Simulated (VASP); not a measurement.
# Al (Fm-3m) in VASP: further runs

The runs below take Al through single point, relaxation of cell and atoms, with LDA.

Program: VASP 6.6.1. These are calculated values, not measurements. Logs are shortened: lines on timing, memory, paths and dates and some standing lists are left out, and cuts for length are marked.

**1. The cell of the first run**

It takes space group Fm-3m (No. 225, cubic). The conventional cell has a = 3.984 Å, b = 3.984 Å, c = 3.984 Å, α = 90.00°, β = 90.00°, γ = 90.00°. Al (site symmetry m-3m) has 12 Al at 2.82 Å within 3.7 Å.

**2. Single point, LDA**

Contents of INCAR:

```
PREC     = Accurate       # precision mode
ENCUT    = 500            # plane-wave cutoff, eV
EDIFF    = 1E-6           # SCF threshold, eV
ISMEAR   = 0              # smearing method
SIGMA    = 0.1            # smearing width, eV
LREAL    = False          # projectors in reciprocal space
LASPH    = True           # aspherical terms in the spheres
NELM     = 120            # most SCF steps
ALGO     = Normal         # electronic algorithm
ISIF     = 2              # what is computed and relaxed
LWAVE    = False          # write WAVECAR
LCHARG   = False          # write CHGCAR
GGA      = CA             # functional
NBANDS   = 8              # bands
GGA_COMPAT= False
```

Contents of KPOINTS:

```
Automatic mesh
0
Gamma
  18 18 18
```

Contents of POSCAR:

```
Al
1.0
    0.0000000000      1.9917798379      1.9917798379
    1.9917798379      0.0000000000      1.9917798379
    1.9917798379      1.9917798379      0.0000000000
Al
1
Direct
    0.0000000000      0.0000000000      0.0000000000
```

Potentials or basis: VASP PAW LDA potentials, release 64 (Al).

Run with:

```bash
$ cat potpaw_LDA.64/Al/POTCAR > POTCAR
$ mpirun -np 1 vasp_std > vasp.out
```

OUTCAR:

```text
PREC = Accurate
   ENCUT = 500
   EDIFF = 1E-6
   ISMEAR = 0
   LREAL = False
   LASPH = True
   NELM = 120
   ISIF = 2
   GGA = CA

 ion  position               nearest neighbor table
   1  0.000  0.000  0.000-

  LATTYP: Found a face centered cubic cell.
 ALAT       =     3.9835596758

  Lattice vectors:

 A1 = (   0.0000000000,   1.9917798379,   1.9917798379)
 A2 = (   1.9917798379,   0.0000000000,   1.9917798379)
 A3 = (   1.9917798379,   1.9917798379,   0.0000000000)

Analysis of symmetry for initial positions (statically):
=====================================================================
 Subroutine PRICEL returns:
 Original cell was already a primitive cell.

 Routine SETGRP: Setting up the symmetry group for a
 face centered cubic supercell.

 Subroutine GETGRP returns: Found 48 space group operations
 (whereof 48 operations were pure point group operations)
 out of a pool of 48 trial point group operations.

The static configuration has the point symmetry O_h .

Analysis of symmetry for dynamics (positions and initial velocities):
=====================================================================
 Subroutine PRICEL returns:
 Original cell was already a primitive cell.

 Routine SETGRP: Setting up the symmetry group for a
 face centered cubic supercell.

 Subroutine GETGRP returns: Found 48 space group operations
 (whereof 48 operations were pure point group operations)
 out of a pool of 48 trial point group operations.

The dynamic configuration has the point symmetry O_h .

 Subroutine INISYM returns: Found 48 space group operations
 (whereof 48 operations are pure point group operations),
 and found     1 'primitive' translations

----------------------------------------------------------------------------------------

                                     Primitive cell

  volume of cell :      15.8035

  direct lattice vectors                    reciprocal lattice vectors
     0.000000000  1.991779838  1.991779838    -0.251031761  0.251031761  0.251031761
     1.991779838  0.000000000  1.991779838     0.251031761 -0.251031761  0.251031761
     1.991779838  1.991779838  0.000000000     0.251031761  0.251031761 -0.251031761

  length of vectors
     2.816802060  2.816802060  2.816802060     0.434799764  0.434799764  0.434799764

  position of ions in fractional coordinates (direct lattice)
     0.000000000  0.000000000  0.000000000

  ion indices of the primitive-cell ions
   primitive index   ion index
                 1           1

----------------------------------------------------------------------------------------

 KPOINTS: Automatic mesh

Automatic generation of k-mesh.
 Grid dimensions read from file:
 generate k-points for:   18   18   18

 Generating k-lattice:

  Cartesian coordinates                     Fractional coordinates (reciprocal lattice)
    -0.013946209  0.013946209  0.013946209     0.055555556  0.000000000  0.000000000
     0.013946209 -0.013946209  0.013946209     0.000000000  0.055555556  0.000000000
     0.013946209  0.013946209 -0.013946209     0.000000000  0.000000000  0.055555556

  Length of vectors
     0.024155542  0.024155542  0.024155542

  Shift w.r.t. Gamma in fractional coordinates (k-lattice)
     0.000000000  0.000000000  0.000000000

 Subroutine IBZKPT returns following result:
 ===========================================

 Found    195 irreducible k-points:

 Following reciprocal coordinates:
            Coordinates               Weight
  0.000000  0.000000  0.000000      1.000000
  0.055556  0.000000  0.000000      8.000000
  0.111111  0.000000  0.000000      8.000000
  0.166667  0.000000  0.000000      8.000000
  0.222222  0.000000  0.000000      8.000000
  0.277778  0.000000  0.000000      8.000000
[... 16 lines left out ...]
 -0.277778  0.055556  0.000000     24.000000
 -0.222222  0.055556  0.000000     24.000000
 [... further k-points ...]
   k-points           NKPTS =    195   k-points in BZ     NKDIM =    195   number of bands    NBANDS=      8
   number of dos      NEDOS =    301   number of ions     NIONS =      1
   total plane-waves  NPLWV =  13824
   dimension x,y,z NGX =    24 NGY =   24 NGZ =   24
   dimension x,y,z NGXF=    48 NGYF=   48 NGZF=   48
   ions per type =               1
   NGX,Y,Z   is equivalent  to a cutoff of  14.16, 14.16, 14.16 a.u.
   NGXF,Y,Z  is equivalent  to a cutoff of  28.33, 28.33, 28.33 a.u.
 SYSTEM =  unknown system
   PREC   = accura    normal or accurate (medium, high low for compatibility)
   ISTART =      0    job   : 0-new  1-cont  2-samecut
   ICHARG =      2    charge: 1-file 2-atom 10-const
   ISPIN  =      1    spin polarized calculation?
   LNONCOLLINEAR =      F non collinear calculations
   LSORBIT =      F    spin-orbit coupling
   LASPH  =      T    aspherical Exc in radial PAW
   ENCUT  =  500.0 eV  36.75 Ry    6.06 a.u.   5.14  5.14  5.14*2*pi/ulx,y,z
   NELM   =    120;   NELMIN=  2; NELMDL= -5     # of ELM steps
   EDIFF  = 0.1E-05   stopping-criterion for ELM
   LREAL  =      F    real-space projection
   EDIFFG = 0.1E-04   stopping-criterion for IOM
   NSW    =      0    number of steps for IOM
   IBRION =     -1    ionic relax: 0-MD 1-quasi-New 2-CG
   NFREE  =      0    steps in history (QN), initial steepest desc. (CG)
   ISIF   =      2    stress and relaxation
   ISYM   =      2    0-nonsym 1-usesym 2-fastsym
   POTIM  = 0.5000    time-step for ionic-motion
   TEBEG  =    0.0;   TEEND  =   0.0 temperature during run
   PSTRESS=    0.0 pullay stress
   NELECT =       3.0000    total number of electrons
   NUPDOWN=      -1.0000    fix difference up-down
   EMIN   =  10.00;   EMAX   =-10.00  energy-range for DOS
   EFERMI =   0.00;   METHOD = LEGACY
   ISMEAR =     0;   SIGMA  =   0.10  broadening in eV -4-tet -1-fermi 0-gaus
   EFERMI_NEDOS =   21; number of points for ismear=-14 and -15
   IALGO  =     38    algorithm
   IMIX   =      4    mixing-type and parameters
     AMIX     =   0.40;   BMIX     =  1.00
     AMIX_MAG =   1.60;   BMIX_MAG =  1.00
  volume/ion in A,a.u.               =      15.80       106.65
  Fermi-wavevector in a.u.,A,eV,Ry     =   0.940872  1.777990 12.044425  0.885240
  Thomas-Fermi vector in A             =   2.068327
   LORBIT       =      0    0 simple, 1 ext, 2 COOP (PROOUT), +10 PAW based schemes
   GGA     = CA    functional components
   LHFCALC =     F    Hartree Fock is set to
   AEXX    =    0.0000 exact exchange contribution
   IVDW    =     0    specifies the selected vdW correction
   LEPSILON=     F    determine dielectric tensor
   LRPA    =     F    only Hartree local field effects (RPA)
 non-spin polarized calculation
 Gauss-broadening in eV      SIGMA  =   0.10
  energy-cutoff  :      500.00
  volume of cell :       15.80
 maximum number of plane-waves:       412
 NGX is ok and might be reduce to    24
   NGX = 11   NGY = 11   NGZ = 11

 number of electron       3.0000000 magnetization

 Free energy of the ion-electron system (eV)
  ---------------------------------------------------
  ext. energy  EPLUGINS =         0.00000000
  ---------------------------------------------------
  free energy    TOTEN  =        -4.19015828 eV

  energy without entropy =       -4.18717028  energy(sigma->0) =       -4.18866428

 E-fermi :   8.2376     XC(G=0): -10.5042

 val. band max:        8.2194554195   @ k =  -0.2778   0.2778   0.0556
 cond. band min:       8.2445440760   @ k =  -0.4444   0.3333   0.1111
 fundamental gap:      0.0250886565
 Fermi energy:         8.2375984348

 k-point     1 :       0.0000    0.0000    0.0000
  band No.  band energies     occupation
      1      -3.1542      2.00000
      2      21.0527      0.00000
      3      21.0527      0.00000
      4      21.0527      0.00000
      5      22.7083      0.00000
      6      22.7083      0.00000
      7      22.7083      0.00000
      8      25.1751      0.00000

 k-point     2 :       0.0556    0.0000    0.0000
  band No.  band energies     occupation
      1      -3.0681      2.00000
      2      19.5498      0.00000
      3      20.7588      0.00000
      4      20.7588      0.00000
      5      23.1353      0.00000
      6      23.1353      0.00000
      7      23.2800      0.00000
      8      26.0522      0.00000

 k-point     3 :       0.1111    0.0000    0.0000
  band No.  band energies     occupation
      1      -2.8100      2.00000
      2      17.2979      0.00000
      3      20.2580      0.00000
      4      20.2580      0.00000
      5      23.3639      0.00000
      6      24.0043      0.00000
      7      24.0043      0.00000
      8      26.4605      0.00000

 k-point     4 :       0.1667    0.0000    0.0000
  band No.  band energies     occupation
      1      -2.3810      2.00000
      2      15.0213      0.00000
      3      19.8148      0.00000
      4      19.8148      0.00000
      5      23.2088      0.00000
      6      24.5956      0.00000
      7      24.5956      0.00000
      8      25.8307      0.00000

 k-point     5 :       0.2222    0.0000    0.0000
  band No.  band energies     occupation
      1      -1.7827      2.00000
      2      12.8185      0.00000
      3      19.4876      0.00000
      4      19.4876      0.00000
      5      23.0409      0.00000
      6      23.7930      0.00000
      7      23.7930      0.00000
      8      26.8010      0.00000
[... 177 lines left out ...]
 k-point    22 :      -0.3333    0.0556    0.0000
  band No.  band energies     occupation
      1       0.3326      2.00000
      2       8.1916      1.48436
      3      17.5461      0.00000
      4      20.4486      0.00000
      5      20.5253      0.00000
      6      21.9932      0.00000
      7      23.6281      0.00000
      8      26.5749      0.00000

 k-point    23 :      -0.2778    0.0556    0.0000
  band No.  band energies     occupation
      1      -0.6504      2.00000
      2      10.1160      0.00000
      3      17.5638      0.00000
      4      20.4853      0.00000
      5      21.3819      0.00000
      6      22.8735      0.00000
      7      23.5725      0.00000
      8      27.3797      0.00000

 k-point    24 :      -0.2222    0.0556    0.0000
  band No.  band energies     occupation
      1      -1.4704      2.00000
      2      12.1650      0.00000
      3      17.7278      0.00000
      4      20.6217      0.00000
      5      22.3911      0.00000
      6      23.5558      0.00000
      7      23.9371      0.00000
      8      26.1657      0.00000

 [... further k-points ...]
[... 5 lines left out ...]
  --------------------------------------------------------------------------------------
  -------------------------------------------------------------------------------------
  Total        0.0072404      0.0072404      0.0072404      0.0000000     -0.0000000     -0.0000000
  in kB        0.7340387      0.7340387      0.7340387      0.0000000     -0.0000000     -0.0000000
  external PRESSURE =       0.7340387 kB  Pullay stress =       0.0000000 kB

 VOLUME and BASIS-vectors are now :
 -----------------------------------------------------------------------------
  energy-cutoff  :      500.00
  volume of cell :       15.80
      direct lattice vectors                 reciprocal lattice vectors
     0.000000000  1.991779838  1.991779838    -0.251031761  0.251031761  0.251031761
     1.991779838  0.000000000  1.991779838     0.251031761 -0.251031761  0.251031761
     1.991779838  1.991779838  0.000000000     0.251031761  0.251031761 -0.251031761

 POSITION                                       TOTAL-FORCE (eV/Angst)
 -----------------------------------------------------------------------------------
      0.00000      0.00000      0.00000        -0.000000     -0.000000      0.000000
 -----------------------------------------------------------------------------------
    total drift:                               -0.000000     -0.000000     -0.000000

  FREE ENERGIE OF THE ION-ELECTRON SYSTEM (eV)
  ---------------------------------------------------
  free  energy   TOTEN  =        -4.1901582751 eV

  energy  without entropy=       -4.1871702808  energy(sigma->0) =       -4.18866428
```

Wall time 14 s (1 thread of Intel Xeon Platinum 8259CL at 2.50GHz (Skylake/Cascade Lake), shared host); peak memory 0.13 GiB.

Results:

```
Free energy            : -4.1902 eV
Pressure               : 0.1 GPa
Band gap on the k mesh : zero (an odd number of electrons rules out a gap without spin polarisation)
```

**3. Relaxation of cell and atoms, LDA**

This run uses another cell than the first one, of 16.24 Å³/atom.

Contents of INCAR:

```
SYSTEM = Al
ALGO = Normal
EDIFF = 1E-7
EDIFFG = -0.002
ENCUT = 500
GGA_COMPAT = .FALSE.
IBRION = 2
ISIF = 3
ISMEAR = 0
LASPH = .TRUE.
LCHARG = .FALSE.
LREAL = .FALSE.
LWAVE = .FALSE.
NELM = 120
NELMIN = 4
NSW = 100
PREC = Accurate
SIGMA = 0.1
```

Contents of KPOINTS:

```
k-points
0
G
  18 18 18
  0 0 0
```

Contents of POSCAR:

```
Al
1.0
    0.0000000000      2.0100000000      2.0100000000
    2.0100000000      0.0000000000      2.0100000000
    2.0100000000      2.0100000000      0.0000000000
Al
1
Direct
    0.0000000000      0.0000000000      0.0000000000
```

Potentials or basis: VASP PAW LDA potentials, release 64 (Al).

Run with:

```bash
$ cat potpaw_LDA.64/Al/POTCAR > POTCAR
$ mpirun -np 1 vasp_std > vasp.out
```

Run time: 14 s. Hardware: 1 thread of Intel Xeon Platinum 8259CL at 2.50GHz (Skylake/Cascade Lake), shared host; peak memory 0.13 GiB.

It converged, with:

| Property | Result |
| --- | --- |
| Free energy | -4.1902 eV |
| Relaxed volume | 15.82 Å³/atom |
| Relaxed cell | a = 2.818 Å, b = 2.818 Å, c = 2.818 Å, α = 60.00°, β = 60.00°, γ = 60.00° |
| Space group after relaxing (to 0.1 Å) | Fm-3m (No. 225) |
| Energy gained by relaxing | 2.8 meV/atom |
| Ionic steps | 3 |
| Pressure after relaxing | 0.0 GPa |
| Band gap on the k mesh | zero (an odd number of electrons rules out a gap without spin polarisation) |

Step by step:
```tsv
step	energy change (eV)	largest force (eV/Å)	pressure (GPa)	volume (Å³)
1	0.0000	0.0000	-2.05	16.24
2	-0.0027	0.0000	0.32	15.76
3	-0.0028	0.0000	0.00	15.82
```

Final structure:
```
CELL_PARAMETERS angstrom
0.00000 1.99236 1.99236
1.99236 0.00000 1.99236
1.99236 1.99236 0.00000
ATOMIC_POSITIONS crystal
Al 0.00000 0.00000 0.00000
```

Levels at points of the mesh, in eV from the Fermi level:
```tsv
k point	band 1	band 2	band 3	band 4	band 5
(0.00, 0.00, 0.00)	-11.39	12.81	12.81	12.81	14.46
(0.50, 0.00, 0.00)	-4.71	-4.44	11.64	11.67	11.70
(0.50, 0.50, 0.00)	-2.99	-1.61	5.31	5.74	5.74
```

The gap in the log of VASP goes by the Fermi energy; the results here count the filled bands.